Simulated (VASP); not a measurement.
# P (P6_3/mmc) in VASP: settings compared, part 2 of 2

VASP 6.6.1. The steps go on from the part before.

## Step 3: Single point, r2SCAN0

Contents of POSCAR:

```
P
1.0
    3.2849270082      0.0000000000      0.0000000000
   -1.6424635041      2.8448302387      0.0000000000
    0.0000000000      0.0000000000      3.2119763368
P
2
Direct
    0.3333333333      0.6666666667      0.2500000000
    0.6666666667      0.3333333333      0.7500000000
```

Contents of INCAR.step1:

```
PREC = Accurate ; ENCUT = 520
EDIFF = 1E-5 ; ISMEAR = -1
SIGMA = 0.1 ; LREAL = False
LASPH = True ; NELM = 100
ALGO = Normal ; ISIF = 2
LWAVE = True ; LCHARG = False
NBANDS = 12 ; GGA = PE
```

Contents of INCAR.step2:

```
PREC = Accurate ; ENCUT = 520
EDIFF = 1E-7 ; ISMEAR = -1
SIGMA = 0.1 ; LREAL = False
LASPH = True ; NELM = 100
ALGO = Normal ; ISIF = 2
LWAVE = False ; LCHARG = False
METAGGA = R2SCAN ; LHFCALC = True
AEXX = 0.25 ; LMIXTAU = True
PRECFOCK = Normal ; NBANDS = 12
ISTART = 1
```

Contents of KPOINTS:

```
Automatic mesh
0
Gamma
  6 6 5
```

Potentials or basis: VASP PAW PBE potentials, release 64 (P).

The run is started by

```console
$ cat potpaw_PBE.64/P/POTCAR > POTCAR
$ cp INCAR.step1 INCAR
$ mpirun -np 1 vasp_std > vasp.out
$ cp INCAR.step2 INCAR
$ mpirun -np 1 vasp_std > vasp.out
```

OUTCAR:

```text
PREC = Accurate
   ENCUT = 520
   EDIFF = 1E-7
   ISMEAR = -1
   LREAL = False
   LASPH = True
   NELM = 100
   ISIF = 2
   METAGGA = R2SCAN
   LHFCALC = True
   AEXX = 0.25
   PRECFOCK = Normal
   ISTART = 1

 ion  position               nearest neighbor table
   1  0.333  0.667  0.250-   2 2.49   2 2.49   2 2.49   2 2.49   2 2.49   2 2.49
   2  0.667  0.333  0.750-   1 2.49   1 2.49   1 2.49   1 2.49   1 2.49   1 2.49

  LATTYP: Found a hexagonal cell.
 ALAT       =     3.2849270082
 C/A-ratio  =     0.9777923006

  Lattice vectors:

 A1 = (   3.2849270082,   0.0000000000,   0.0000000000)
 A2 = (  -1.6424635041,   2.8448302387,   0.0000000000)
 A3 = (   0.0000000000,   0.0000000000,   3.2119763368)

Analysis of symmetry for initial positions (statically):
=====================================================================
 Subroutine PRICEL returns:
 Original cell was already a primitive cell.

 Routine SETGRP: Setting up the symmetry group for a
 hexagonal supercell.

 Subroutine GETGRP returns: Found 24 space group operations
 (whereof 12 operations were pure point group operations)
 out of a pool of 24 trial point group operations.

The static configuration has the point symmetry D_3d.
 The point group associated with its full space group is D_6h.

Analysis of symmetry for dynamics (positions and initial velocities):
=====================================================================
 Subroutine PRICEL returns:
 Original cell was already a primitive cell.

 Routine SETGRP: Setting up the symmetry group for a
 hexagonal supercell.

 Subroutine GETGRP returns: Found 24 space group operations
 (whereof 12 operations were pure point group operations)
 out of a pool of 24 trial point group operations.

The dynamic configuration has the point symmetry D_3d.
 The point group associated with its full space group is D_6h.

[... 125 lines left out ...]
   NKREDZ  =     1    reduce k-point grid by
   AEXX    =    0.2500 exact exchange contribution
   HFSCREEN=    0.0000 screening length (either q_TF or 0.3 A-1)
   HFSCREENC=   0.0000 screening length for correlation (either q_TF or 0.3 A-1)
   ENCUTFOCK=  -1.0 apply spherical cutoff to Coloumb kernel
   IVDW    =     0    specifies the selected vdW correction
   LEPSILON=     F    determine dielectric tensor
   LRPA    =     F    only Hartree local field effects (RPA)
 non-spin polarized calculation
  energy-cutoff  :      520.00
  volume of cell :       30.02
 maximum number of plane-waves:       828
  NGX = 20; NGY = 20; NGZ = 18

 number of electron       9.9999997 magnetization

 Free energy of the ion-electron system (eV)
  ---------------------------------------------------
  ext. energy  EPLUGINS =         0.00000000
  ---------------------------------------------------
  free energy    TOTEN  =       -18.27393233 eV

  energy without entropy =      -18.27032039  energy(sigma->0) =      -18.27212636

 E-fermi :   9.3027     XC(G=0):  -9.1395

 val. band max:        8.9496965189   @ k =   0.3333   0.3333   0.0000
 cond. band min:       9.5734349855   @ k =   0.0000   0.0000   0.2000
 fundamental gap:      0.6237384666
 Fermi energy:         9.3027072136

 k-point     1 :       0.0000    0.0000    0.0000
  band No.  band energies     occupation
      1     -10.0432      2.00000
      2       4.1076      2.00000
      3       5.2638      2.00000
      4       6.5845      2.00000
      5       6.5845      2.00000
      6      12.3238      0.00000
      7      12.3238      0.00000
      8      13.0632      0.00000
      9      19.1694      0.00000
     10      19.5439      0.00000
     11      22.6504      0.00000
     12      22.6504      0.00000
[... 286 lines left out ...]
 k-point    21 :       0.3333    0.3333    0.4000
  band No.  band energies     occupation
      1      -2.7233      2.00000
      2      -2.7233      2.00000
      3       1.2563      2.00000
      4       1.2563      2.00000
      5       2.7092      2.00000
      6       5.8834      2.00000
      7      17.9178      0.00000
      8      17.9178      0.00000
      9      20.4213      0.00000
     10      23.3237      0.00000
     11      24.9807      0.00000
     12      24.9807      0.00000

------------------------ aborting loop because EDIFF is reached ----------------------------------------

  FORCE on cell =-STRESS in cart. coord.  units (eV):
  Direction    XX          YY          ZZ          XY          YZ          ZX
  --------------------------------------------------------------------------------------
  -------------------------------------------------------------------------------------
  Total       -0.9685841     -0.9685841     -0.8333215      0.0000000      0.0000000      0.0000000
  in kB      -51.7003518    -51.7003518    -44.4804082      0.0000000      0.0000000      0.0000000
  external PRESSURE =     -49.2937039 kB  Pullay stress =       0.0000000 kB

 VOLUME and BASIS-vectors are now :
 -----------------------------------------------------------------------------
  energy-cutoff  :      520.00
  volume of cell :       30.02
      direct lattice vectors                 reciprocal lattice vectors
     3.284927008  0.000000000  0.000000000     0.304420767  0.175757412  0.000000000
    -1.642463504  2.844830239  0.000000000     0.000000000  0.351514824  0.000000000
     0.000000000  0.000000000  3.211976337     0.000000000  0.000000000  0.311334797

 POSITION                                       TOTAL-FORCE (eV/Angst)
 -----------------------------------------------------------------------------------
     -0.00000      1.89655      0.80299         0.000000     -0.000000      0.000000
      1.64246      0.94828      2.40898        -0.000000      0.000000     -0.000000
 -----------------------------------------------------------------------------------
    total drift:                                0.000000      0.000000     -0.000000

  FREE ENERGIE OF THE ION-ELECTRON SYSTEM (eV)
  ---------------------------------------------------
  free  energy   TOTEN  =       -18.2739323304 eV

  energy  without entropy=      -18.2703203908  energy(sigma->0) =      -18.27212636
```

OUTCAR.step1:

```text
PREC = Accurate
   ENCUT = 520
   EDIFF = 1E-5
   ISMEAR = -1
   LREAL = False
[... 535 lines left out ...]
     -0.00000      1.89655      0.80299        -0.000000     -0.000000      0.000000
      1.64246      0.94828      2.40898         0.000000      0.000000      0.000000
 -----------------------------------------------------------------------------------
    total drift:                                0.000000     -0.000000      0.000000

  FREE ENERGIE OF THE ION-ELECTRON SYSTEM (eV)
  ---------------------------------------------------
  free  energy   TOTEN  =       -10.0112940455 eV

  energy  without entropy=       -9.9900668388  energy(sigma->0) =      -10.00068044
```

OSZICAR.step1:

```text
N       E                     dE             d eps       ncg     rms          rms(c)
DAV:   1     0.214789959822E+02    0.21479E+02   -0.44864E+03   504   0.720E+02
DAV:   2    -0.888909942870E+01   -0.30368E+02   -0.29301E+02   636   0.120E+02
DAV:   3    -0.100252658413E+02   -0.11362E+01   -0.11261E+01   664   0.211E+01
DAV:   4    -0.100313624698E+02   -0.60966E-02   -0.60934E-02   568   0.188E+00
DAV:   5    -0.100314094082E+02   -0.46938E-04   -0.46936E-04   640   0.163E-01    0.631E+00
DAV:   6    -0.100175119887E+02    0.13897E-01   -0.77846E-03   596   0.474E-01    0.372E+00
DAV:   7    -0.100111541496E+02    0.63578E-02   -0.16082E-02   588   0.711E-01    0.113E-01
DAV:   8    -0.100112846710E+02   -0.13052E-03   -0.97868E-04   600   0.201E-01    0.256E-02
DAV:   9    -0.100112940455E+02   -0.93745E-05   -0.11390E-05   528   0.265E-02
   1 F= -.10011294E+02 E0= -.10000680E+02  d E =-.212272E-01
```

Wall time 34 min (1 thread of Oxide Virtual Turin-like, shared host); peak memory 0.12 GiB.

What came out:

```yaml
Free_energy: -18.2739 eV
Pressure: -4.9 GPa
Band_gap_on_the_k_mesh: zero (bands 5 and 6 overlap by 5.80 eV)
```

Caveat: the k points lie up to 0.39 Å⁻¹ apart, too coarse for converged energies and pressures of a metal; the PAW data sets were made with another functional, which shifts forces and pressure a little.

The gap in the log of VASP goes by the Fermi energy; the results here count the filled bands.